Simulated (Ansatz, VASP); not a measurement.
## SrO: VASP beside Ansatz

Contents of INCAR:

```
PREC = Accurate
ENCUT = 520
EDIFF = 1E-6
ISMEAR = 0
SIGMA = 0.05
LREAL = False
LASPH = True
NELM = 60
ALGO = Normal
ISIF = 2
LWAVE = False
LCHARG = False
GGA = PE
NBANDS = 24
```

KPOINTS

```
Automatic mesh
0
Gamma
  9 9 4
```

Contents of POSCAR:

```
SrO
1.0
    3.5769478779      0.0000000000      0.0000000000
   -1.7884739390      3.0977277303      0.0000000000
    0.0000000000      0.0000000000      6.2426216355
Sr O
2 2
Direct
    0.3333333333      0.6666666667      0.2543289672
    0.6666666667      0.3333333333      0.7543289672
    0.0000000000      0.0000000000     -0.0237079882
    0.0000000000      0.0000000000      0.4762920118
```

Input for Ansatz:

```yaml
crystal:
  lattice:
    - [3.5769478779, 0.0, 0.0]
    - [-1.788473939, 3.0977277303, 0.0]
    - [0.0, 0.0, 6.2426216355]
  atoms:
    - { symbol: Sr, position: [0.3333333333, 0.6666666667, 0.2543289672] }
    - { symbol: Sr, position: [0.6666666667, 0.3333333333, 0.7543289672] }
    - { symbol: O, position: [0.0, 0.0, -0.0237079882] }
    - { symbol: O, position: [0.0, 0.0, 0.4762920118] }
basis:
  ecutwfc: 520.0
kpoints:
  mp_grid: { grid: [9, 9, 4] }
hamiltonian:
  xc: pbe
scf:
  occupations: { method: gaussian, width: 0.05 }
output:
  forces: true
  stress: true
  eigenvalues: true
```

Change from the starting cell: mode 8 frozen in at -0.148 Å, equal normal strain along x, y and z +0.0000.

Alike in both runs: task single point; functional PBE; k mesh 9 × 9 × 4; occupations gaussian, width 0.05 eV; no spin polarisation.

|  | VASP | Ansatz |
| --- | --- | --- |
| version | VASP 6.6.1 | Ansatz 0.2.0 |
| potentials or method | VASP PAW PBE potentials, release 64 (Sr_sv, O), cutoff 520 eV | scalar-relativistic, plane waves, PAW |
| valence electrons in the cell | 32 | 32 |

|  | VASP | Ansatz | Ansatz less VASP |
| --- | --- | --- | --- |
| gap on the k mesh at the Fermi level (eV) | 3.10 | 3.10 | +0.002 |
| least direct gap on the mesh (eV) | 3.10 | 3.10 | +0.002 |
| pressure (GPa) | 1.4 | 0.9 | -0.55 |
| rms of the force components (eV/Å) | 0.224 | 0.210 | -0.0146 |

Atom by atom the forces differ by 0.015 eV/Å (rms over components).
